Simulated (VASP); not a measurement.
# B (R-3m) in VASP: notebook, part 2 of 2

VASP 6.6.1. The steps go on from the part before.

**3. Single point, PBE**

This run uses another cell than the first one, of 7.39 Å³/atom.

File INCAR:

```
ALGO = Normal
EDIFF = 1E-6
ENCUT = 520
GGA = PE
ISIF = 2
ISMEAR = 0
LASPH = True
LCHARG = False
LREAL = False
LWAVE = False
NBANDS = 10
NELM = 100
PREC = Accurate
SIGMA = 0.1
```

File KPOINTS:

```
k-points
0
Gamma
  27 27 27
```

File POSCAR:

```
B
1.0
    1.2377400313      0.7146095403      2.7867037706
   -1.2377400313      0.7146095403      2.7867037706
    0.0000000000     -1.4292190806      2.7867037706
B
2
Direct
    0.1001270265      0.1001270265      0.1001270265
    0.8998729735      0.8998729735      0.8998729735
```

Potentials or basis: VASP PAW PBE potentials, release 64 (B).

The run is started by

```
$ cat potpaw_PBE.64/B/POTCAR > POTCAR
$ mpirun -np 1 vasp_std > vasp.out
```

OUTCAR:

```text
EDIFF = 1E-6
   ENCUT = 520
   GGA = PE
   ISIF = 2
   ISMEAR = 0
   LASPH = True
   LREAL = False
   NELM = 100
   PREC = Accurate

 ion  position               nearest neighbor table
   1  0.100  0.100  0.100-   2 1.67   2 1.81   2 1.81   2 1.81
   2  0.900  0.900  0.900-   1 1.67   1 1.81   1 1.81   1 1.81

  LATTYP: Found a trigonal (rhomboedric) cell.
 ALAT       =     3.1318341408
 COS(alpha) =     0.6876141440

  Lattice vectors:

 A1 = (   1.2377400313,   0.7146095403,   2.7867037706)
 A2 = (  -1.2377400313,   0.7146095403,   2.7867037706)
 A3 = (   0.0000000000,  -1.4292190806,   2.7867037706)

Analysis of symmetry for initial positions (statically):
=====================================================================
 Subroutine PRICEL returns:
 Original cell was already a primitive cell.

 Routine SETGRP: Setting up the symmetry group for a
 trigonal (rhombohedral) supercell.

 Subroutine GETGRP returns: Found 12 space group operations
 (whereof 12 operations were pure point group operations)
 out of a pool of 12 trial point group operations.

The static configuration has the point symmetry D_3d.

Analysis of symmetry for dynamics (positions and initial velocities):
=====================================================================
 Subroutine PRICEL returns:
 Original cell was already a primitive cell.

 Routine SETGRP: Setting up the symmetry group for a
 trigonal (rhombohedral) supercell.

 Subroutine GETGRP returns: Found 12 space group operations
 (whereof 12 operations were pure point group operations)
 out of a pool of 12 trial point group operations.

The dynamic configuration has the point symmetry D_3d.

 Subroutine INISYM returns: Found 12 space group operations
 (whereof 12 operations are pure point group operations),
 and found     1 'primitive' translations

----------------------------------------------------------------------------------------

                                     Primitive cell

  volume of cell :      14.7891

  direct lattice vectors                    reciprocal lattice vectors
     1.237740031  0.714609540  2.786703771     0.403962050  0.233227598  0.119615632
    -1.237740031  0.714609540  2.786703771    -0.403962050  0.233227598  0.119615632
     0.000000000 -1.429219081  2.786703771     0.000000000 -0.466455196  0.119615632

  length of vectors
     3.131834141  3.131834141  3.131834141     0.481547868  0.481547868  0.481547868

  position of ions in fractional coordinates (direct lattice)
     0.100127026  0.100127026  0.100127026
     0.899872974  0.899872974  0.899872974

  ion indices of the primitive-cell ions
   primitive index   ion index
                 1           1
                 2           2

----------------------------------------------------------------------------------------

 KPOINTS: k-points

Automatic generation of k-mesh.
 Grid dimensions read from file:
 generate k-points for:   27   27   27

 Generating k-lattice:

  Cartesian coordinates                     Fractional coordinates (reciprocal lattice)
     0.014961557  0.008638059  0.004430209     0.037037037 -0.000000000 -0.000000000
    -0.014961557  0.008638059  0.004430209    -0.000000000  0.037037037 -0.000000000
     0.000000000 -0.017276118  0.004430209    -0.000000000 -0.000000000  0.037037037

  Length of vectors
     0.017835106  0.017835106  0.017835106

  Shift w.r.t. Gamma in fractional coordinates (k-lattice)
     0.000000000  0.000000000  0.000000000

 Subroutine IBZKPT returns following result:
 ===========================================

 Found   1834 irreducible k-points:

 Following reciprocal coordinates:
            Coordinates               Weight
  0.000000  0.000000  0.000000      1.000000
  0.037037  0.000000 -0.000000      6.000000
  0.074074  0.000000 -0.000000      6.000000
  0.111111  0.000000 -0.000000      6.000000
  0.148148  0.000000 -0.000000      6.000000
  0.185185  0.000000 -0.000000      6.000000
[... 16 lines left out ...]
  0.333333  0.037037 -0.000000     12.000000
  0.370370  0.037037 -0.000000     12.000000
 [... further k-points ...]
   k-points           NKPTS =   1834   k-points in BZ     NKDIM =   1834   number of bands    NBANDS=     10
   number of dos      NEDOS =    301   number of ions     NIONS =      2
   total plane-waves  NPLWV =  13824
   dimension x,y,z NGX =    24 NGY =   24 NGZ =   24
   dimension x,y,z NGXF=    48 NGYF=   48 NGZF=   48
   ions per type =               2
   NGX,Y,Z   is equivalent  to a cutoff of  12.74, 12.74, 12.74 a.u.
   NGXF,Y,Z  is equivalent  to a cutoff of  25.48, 25.48, 25.48 a.u.
 SYSTEM =  unknown system
   PREC   = accura    normal or accurate (medium, high low for compatibility)
   ISTART =      0    job   : 0-new  1-cont  2-samecut
   ICHARG =      2    charge: 1-file 2-atom 10-const
   ISPIN  =      1    spin polarized calculation?
   LNONCOLLINEAR =      F non collinear calculations
   LSORBIT =      F    spin-orbit coupling
   LASPH  =      T    aspherical Exc in radial PAW
   ENCUT  =  520.0 eV  38.22 Ry    6.18 a.u.   5.82  5.82  5.82*2*pi/ulx,y,z
   NELM   =    100;   NELMIN=  2; NELMDL= -5     # of ELM steps
   EDIFF  = 0.1E-05   stopping-criterion for ELM
   LREAL  =      F    real-space projection
   EDIFFG = 0.1E-04   stopping-criterion for IOM
   NSW    =      0    number of steps for IOM
   IBRION =     -1    ionic relax: 0-MD 1-quasi-New 2-CG
   NFREE  =      0    steps in history (QN), initial steepest desc. (CG)
   ISIF   =      2    stress and relaxation
   ISYM   =      2    0-nonsym 1-usesym 2-fastsym
   POTIM  = 0.5000    time-step for ionic-motion
   TEBEG  =    0.0;   TEEND  =   0.0 temperature during run
   PSTRESS=    0.0 pullay stress
   NELECT =       6.0000    total number of electrons
   NUPDOWN=      -1.0000    fix difference up-down
   EMIN   =  10.00;   EMAX   =-10.00  energy-range for DOS
   EFERMI =   0.00;   METHOD = LEGACY
   ISMEAR =     0;   SIGMA  =   0.10  broadening in eV -4-tet -1-fermi 0-gaus
   EFERMI_NEDOS =   21; number of points for ismear=-14 and -15
   IALGO  =     38    algorithm
   IMIX   =      4    mixing-type and parameters
     AMIX     =   0.40;   BMIX     =  1.00
     AMIX_MAG =   1.60;   BMIX_MAG =  1.00
  volume/ion in A,a.u.               =       7.39        49.90
  Fermi-wavevector in a.u.,A,eV,Ry     =   1.211933  2.290221 19.983975  1.468781
  Thomas-Fermi vector in A             =   2.347433
   LORBIT       =      0    0 simple, 1 ext, 2 COOP (PROOUT), +10 PAW based schemes
   GGA     = PE    functional components
   LHFCALC =     F    Hartree Fock is set to
   AEXX    =    0.0000 exact exchange contribution
   IVDW    =     0    specifies the selected vdW correction
   LEPSILON=     F    determine dielectric tensor
   LRPA    =     F    only Hartree local field effects (RPA)
 non-spin polarized calculation
 Gauss-broadening in eV      SIGMA  =   0.10
  energy-cutoff  :      520.00
  volume of cell :       14.79
 maximum number of plane-waves:       412
   NGX = 11   NGY = 11   NGZ = 11

 number of electron       6.0000000 magnetization

 Free energy of the ion-electron system (eV)
  ---------------------------------------------------
  ext. energy  EPLUGINS =         0.00000000
  ---------------------------------------------------
  free energy    TOTEN  =       -12.00367188 eV

  energy without entropy =      -12.00196218  energy(sigma->0) =      -12.00281703

 E-fermi :   6.0223     XC(G=0): -11.7889

 val. band max:        6.0193397214   @ k =  -0.2222   0.2222   0.0000
 cond. band min:       6.0265109670   @ k =  -0.1852   0.2593   0.0370
 fundamental gap:      0.0071712456
 Fermi energy:         6.0222840672

 k-point     1 :       0.0000    0.0000    0.0000
  band No.  band energies     occupation
      1      -8.9259      2.00000
      2       3.2710      2.00000
      3      10.3850      0.00000
      4      13.7727      0.00000
      5      13.7727      0.00000
      6      15.2955      0.00000
      7      15.2955      0.00000
      8      24.1550      0.00000
      9      28.0368      0.00000
     10      30.5632      0.00000
[... 287 lines left out ...]
 k-point    24 :       0.3704    0.0370   -0.0000
  band No.  band energies     occupation
      1      -5.3675      2.00000
      2       2.4572      2.00000
      3       3.8244      2.00000
      4      10.0548      0.00000
      5      14.1936      0.00000
      6      14.9503      0.00000
      7      15.2761      0.00000
      8      19.9943      0.00000
      9      24.0935      0.00000
     10      26.9762      0.00000

 [... further k-points ...]
[... 5 lines left out ...]
  --------------------------------------------------------------------------------------
  -------------------------------------------------------------------------------------
  Total       -0.0025015     -0.0025015      0.0027211      0.0000000      0.0000000      0.0000000
  in kB       -0.2710003     -0.2710003      0.2947861      0.0000000      0.0000000      0.0000000
  external PRESSURE =      -0.0824048 kB  Pullay stress =       0.0000000 kB

 VOLUME and BASIS-vectors are now :
 -----------------------------------------------------------------------------
  energy-cutoff  :      520.00
  volume of cell :       14.79
      direct lattice vectors                 reciprocal lattice vectors
     1.237740031  0.714609540  2.786703771     0.403962050  0.233227598  0.119615632
    -1.237740031  0.714609540  2.786703771    -0.403962050  0.233227598  0.119615632
     0.000000000 -1.429219081  2.786703771     0.000000000 -0.466455196  0.119615632

 POSITION                                       TOTAL-FORCE (eV/Angst)
 -----------------------------------------------------------------------------------
      0.00000      0.00000      0.83707         0.000000      0.000000     -0.001277
      0.00000      0.00000      7.52304         0.000000     -0.000000      0.001277
 -----------------------------------------------------------------------------------
    total drift:                                0.000000     -0.000000      0.000000

  FREE ENERGIE OF THE ION-ELECTRON SYSTEM (eV)
  ---------------------------------------------------
  free  energy   TOTEN  =       -12.0036718763 eV

  energy  without entropy=      -12.0019621831  energy(sigma->0) =      -12.00281703
```

OSZICAR:

```text
N       E                     dE             d eps       ncg     rms          rms(c)
DAV:   1    -0.225144916949E+01   -0.22514E+01   -0.28661E+03 37200   0.526E+02
DAV:   2    -0.121406711079E+02   -0.98892E+01   -0.95279E+01 49468   0.842E+01
DAV:   3    -0.122934239862E+02   -0.15275E+00   -0.15120E+00 43598   0.760E+00
DAV:   4    -0.122935661883E+02   -0.14220E-03   -0.14219E-03 40862   0.234E-01
DAV:   5    -0.122935662278E+02   -0.39483E-07   -0.38514E-07 41358   0.439E-03    0.405E+00
DAV:   6    -0.120907215695E+02    0.20284E+00   -0.86296E-02 39838   0.164E+00    0.237E+00
DAV:   7    -0.120036347180E+02    0.87087E-01   -0.13819E-01 41108   0.206E+00    0.227E-01
DAV:   8    -0.120036600400E+02   -0.25322E-04   -0.17208E-03 40082   0.358E-01    0.323E-02
DAV:   9    -0.120036702096E+02   -0.10170E-04   -0.20320E-05 43666   0.381E-02    0.122E-02
DAV:  10    -0.120036717731E+02   -0.15635E-05   -0.57083E-06 41062   0.151E-02    0.245E-03
DAV:  11    -0.120036718763E+02   -0.10319E-06   -0.26352E-07 20836   0.432E-03
   1 F= -.12003672E+02 E0= -.12002817E+02  d E =-.170969E-02
```

It took 2 min on 1 thread of Intel Xeon Platinum 8375C at 2.90GHz (Ice Lake), shared host; peak memory 0.32 GiB.

Results:

* Free energy: -12.0037 eV
* Pressure: 0.0 GPa
* Band gap on the k mesh: zero (bands 3 and 4 overlap by 10.44 eV)

The gap in the log of VASP goes by the Fermi energy; the results here count the filled bands.